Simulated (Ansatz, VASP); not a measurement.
**FeO: VASP beside Ansatz**

```
Fe O
1.0
     0.00000    2.15540    2.15540
     2.15540    0.00000    2.15540
     2.15540    2.15540    0.00000
Fe O
1 1
Direct
  0.00000 0.00000 0.00000
  0.50000 0.50000 0.50000
```

Alike in both runs: task single point; functional LDA; k mesh 8 × 8 × 8; occupations gaussian, width 0.05 eV; collinear spin; Hubbard terms Fe d U = 5.0 eV, J = 0.9 eV.

|  | VASP | Ansatz |
| --- | --- | --- |
| version | VASP 6.6.1 | Ansatz 0.2.0 |
| potentials or method | VASP PAW LDA potentials, release 64 (Fe_sv, O), cutoff 700 eV | scalar-relativistic, plane waves, PAW |
| valence electrons in the cell | 22 | 22 |

|  | VASP | Ansatz | Ansatz less VASP |
| --- | --- | --- | --- |
| pressure (GPa) | -15.1 | -4.1 | +11.02 |
| net moment per atom (μB) | 2.00 | 2.00 | -0.002 |
| size of the moment on the site where the two differ most (μB) | 3.62 | 3.46 | -0.155 |

LDA's correlation is that of Perdew and Zunger in VASP and of Perdew and Wang (1992) in Ansatz. Site moments also hang on the region over which each program counts them. The programs project onto different local orbitals, so the same U acts differently, and such runs can settle in different states. Ansatz's warnings: reached outside group.
